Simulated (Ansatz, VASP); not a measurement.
Si: VASP beside Ansatz

```xyz
17
Lattice="0.0000 5.4300 5.4300 5.4300 0.0000 5.4300 5.4300 5.4300 0.0000" Properties=species:S:1:pos:R:3 pbc="T T T"
Si    0.1314    0.1317   -0.1321
Si    1.4139    1.4148    1.3409
Si    2.7763    2.7758    0.0403
Si    4.2033    4.2056    1.2247
Si    2.6483    0.0606    2.7787
Si    4.0848    1.4122    4.0169
Si    5.3826    2.7751    2.6529
Si    6.6810    4.2317    4.1714
Si    0.0597    2.6511    2.7773
Si    1.4123    4.0865    4.0159
Si    2.7745    5.3871    2.6540
Si    4.2318    6.6857    4.1724
Si    2.6449    2.6464    5.3688
Si    3.7855    3.7880    7.0679
Si    5.1757    5.1791    5.6731
Si    6.6774    6.6829    6.6264
Si    7.6286    7.6310    8.6583
```

Alike in both runs: functional PBE; k mesh 2 × 2 × 2; occupations gaussian, width 0.02 eV; no spin polarisation.

Ansatz relaxed the structure, and its values are those at the end. VASP's run is a single point on that final structure, the one shown.

|  | VASP | Ansatz |
| --- | --- | --- |
| version | VASP 6.6.1 | Ansatz 0.2.0 |
| potentials or method | VASP PAW PBE potentials, release 64 (Si), cutoff 520 eV | scalar-relativistic, plane waves, PAW |
| valence electrons in the cell | 68 | 68 |

Ansatz gave:

```
rms of the force components (eV/Å) : 0.010
```

Task: What did VASP give for the same quantities?

Result: rms of the force components (eV/Å): 0.011.

The k mesh is coarse, so the values compare programs but aren't converged.
